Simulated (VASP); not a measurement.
Wanted: the native input for a VASP 6.6.1 run.

```
Task                   : single point
Functional             : LDA
Potentials or basis    : VASP PAW LDA potentials, release 64 (Ag)
Cutoff                 : 520 eV
k mesh                 : 13 × 13 × 13
Occupations            : fermi-dirac, width 0.1 eV
Spin                   : no spin polarisation
Dipole correction      : no
Further INCAR settings : ALGO = Normal; EDIFF = 1e-06; NBANDS = 12
```

The structure of Ag lies in POSCAR:

```
Ag
1.0
    0.0000000000      1.9996579419      1.9996579419
    1.9996579419      0.0000000000      1.9996579419
    1.9996579419      1.9996579419      0.0000000000
Ag
1
Direct
    0.0000000000      0.0000000000      0.0000000000
```

One way to write it, as run:

INCAR

```
SYSTEM = Ag
ALGO = Normal ; EDIFF = 1E-6
ENCUT = 520 ; ISIF = 2
ISMEAR = -1 ; LASPH = .True.
LCHARG = .False. ; LREAL = .False.
LWAVE = .False. ; NBANDS = 12
NELM = 100 ; PREC = Accurate
SIGMA = 0.1
```

KPOINTS

```
k-points
0
Gamma
  13 13 13
  0 0 0
```

Potentials or basis: VASP PAW LDA potentials, release 64 (Ag).

The run is started by

```bash
$ cat potpaw_LDA.64/Ag/POTCAR > POTCAR
$ mpirun -np 1 vasp_std > vasp.out
```

It gave:

```yaml
Pressure: 0.2 GPa
```

Wall time 9.4 s on 1 thread of Intel(R) Xeon(R) Platinum 8488C (Sapphire Rapids), on a shared host, peak memory 0.13 GiB.
